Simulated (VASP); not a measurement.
A run of VASP 6.6.1:

The input INCAR:

```
PREC = Accurate
ENCUT = 520
EDIFF = 1E-6
ISMEAR = 0
SIGMA = 0.05
LREAL = False
LASPH = True
NELM = 120
ALGO = Normal
ISIF = 2
LWAVE = False
LCHARG = False
LDIPOL = True
IDIPOL = 3
DIPOL = 0.5 0.5 0.323
GGA = PE
IVDW = 12
NBANDS = 57
GGA_COMPAT = False
NELMDL = -8
```

Contents of KPOINTS:

```
regular mesh
0
Gamma
  7 5 1
```

POSCAR

```
Ga3As3CO
1.0
    4.0137031111      0.0000000000      0.0000000000
    0.0000000000      5.6762333751      0.0000000000
    0.0000000000      0.0000000000     23.3352699083
Ga As O C
3 3 1 1
Direct
    0.5000000000      0.5000000000      0.1714143447
    0.0000000000      0.0653835255      0.2680035048
    0.5000000000      0.4894639609      0.3228546357
    0.0000000000      0.2500000000      0.1714143447
    0.5000000000      0.8102208698      0.2504948966
    0.0000000000      0.2887573198      0.3593388866
    0.0000000000      0.2887573198      0.4964703624
    0.0000000000      0.2887573198      0.5457519865
```

Potentials or basis: VASP PAW PBE potentials, release 64 (Ga_d, As_d, O, C).

The run is started by

```bash
$ cat potpaw_PBE.64/Ga_d/POTCAR potpaw_PBE.64/As_d/POTCAR potpaw_PBE.64/O/POTCAR potpaw_PBE.64/C/POTCAR > POTCAR
$ mpirun -np 1 vasp_std > vasp.out
```

Hardware: 1 thread of Intel(R) Xeon(R) Platinum 8259CL CPU @ 2.50GHz (Skylake/Cascade Lake), with other jobs on the host.

Estimate the wall time of this run.

It took 13 min on 1 thread of Intel(R) Xeon(R) Platinum 8259CL CPU @ 2.50GHz (Skylake/Cascade Lake), on a shared host, peak memory 0.73 GiB. Counts: scf iterations 26, k points 12.
